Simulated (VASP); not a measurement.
Input of a VASP 6.6.1 run:

The input INCAR:

```
SYSTEM = Hf
PREC = Accurate
ENCUT = 520
EDIFF = 1E-6
ISMEAR = 0
SIGMA = 0.15
LREAL = .FALSE.
LASPH = .TRUE.
NELM = 60
ALGO = Fast
ISIF = 2
LWAVE = .FALSE.
LCHARG = .TRUE.
GGA = PS
LELF = .TRUE.
LVHAR = .TRUE.
NBANDS = 11
```

KPOINTS

```
regular mesh
0
G
  18 18 18
  0 0 0
```

Contents of POSCAR:

```
Hf
1.0
   -1.8050000000      1.8185375000      1.8185375000
    1.8050000000     -1.7914625000      1.7914625000
    1.8050000000      1.7914625000     -1.7914625000
Hf
1
Direct
    0.0000000000      0.0000000000      0.0000000000
```

Potentials or basis: VASP PAW PBE potentials, release 64 (Hf_pv).

Run with:

```console
$ cat potpaw_PBE.64/Hf_pv/POTCAR > POTCAR
$ mpirun -np 1 vasp_std > vasp.out
```

(1) Predict the pressure.

(2) Estimate the band gap on the k mesh.

## Answers

(1) -9.3 GPa.

(2) zero (band 5 reaches 5.53 eV, above the bottom of band 6 at 3.40 eV).

Caveat: the cell differs from its parent crystal (strain +0.0150 x Voigt [0, 0, 0, 1, 0, 0]); the PAW data sets were made with another functional, which shifts forces and pressure a little; spin-orbit coupling is left out, which moves the levels of the heavy elements.
